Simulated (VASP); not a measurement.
Input of a VASP 6.6.1 run:

POSCAR

```
GeCN2
1.0
    1.7817511454      1.0286945034      4.8889229472
   -1.7817511454      1.0286945034      4.8889229472
    0.0000000000     -2.0573890068      4.8889229472
Ge N C
1 2 1
Direct
    0.0000000000      0.0000000000      0.0000000000
    0.5839044000      0.5839044000      0.5839044000
    0.4160956000      0.4160956000      0.4160956000
    0.5000000000      0.5000000000      0.5000000000
```

INCAR.step1

```
SYSTEM = GeCN2
  ALGO = Normal
  EDIFF = 1E-4
  ENCUT = 520
  GGA = PE
  ISMEAR = -1
  LASPH = .True.
  LCHARG = .False.
  LREAL = .False.
  LWAVE = .True.
  NBANDS = 22
  NELM = 60
  PREC = Accurate
  SIGMA = 0.05
```

INCAR.step2

```
SYSTEM = GeCN2
  ALGO = Normal
  EDIFF = 1E-6
  ENCUT = 520
  ISIF = 2
  ISMEAR = -1
  ISTART = 1
  LASPH = .True.
  LCHARG = .False.
  LMIXTAU = .True.
  LREAL = .False.
  LWAVE = .False.
  METAGGA = R2SCAN
  NBANDS = 22
  NELM = 60
  PREC = Accurate
  SIGMA = 0.05
```

Contents of KPOINTS:

```
k-points
0
Gamma
  9 9 9
  0 0 0
```

Potentials or basis: VASP PAW PBE potentials, release 64 (Ge_d, N, C).

Command:

```console
$ cat potpaw_PBE.64/Ge_d/POTCAR potpaw_PBE.64/N/POTCAR potpaw_PBE.64/C/POTCAR > POTCAR
$ cp INCAR.step1 INCAR
$ mpirun -np 1 vasp_std > vasp.out
$ cp INCAR.step2 INCAR
$ mpirun -np 1 vasp_std > vasp.out
```

**Question.** Estimate the band gap on the k mesh.

**Answer.** 1.16 eV, indirect (least direct gap 2.04 eV).

**Question.** Estimate the largest force.

**Answer.** 0.309 eV/Å.

**Question.** Estimate the pressure.

**Answer.** -0.3 GPa.

Forces in eV/Å, atoms in the order of the input:
```
Ge   0.000  0.000  0.000
N    0.000  0.000  0.309
N    0.000  0.000 -0.309
C    0.000  0.000  0.000
```

Caveat: the PAW data sets were made with another functional, which shifts forces and pressure a little. A k mesh can miss the band edges.
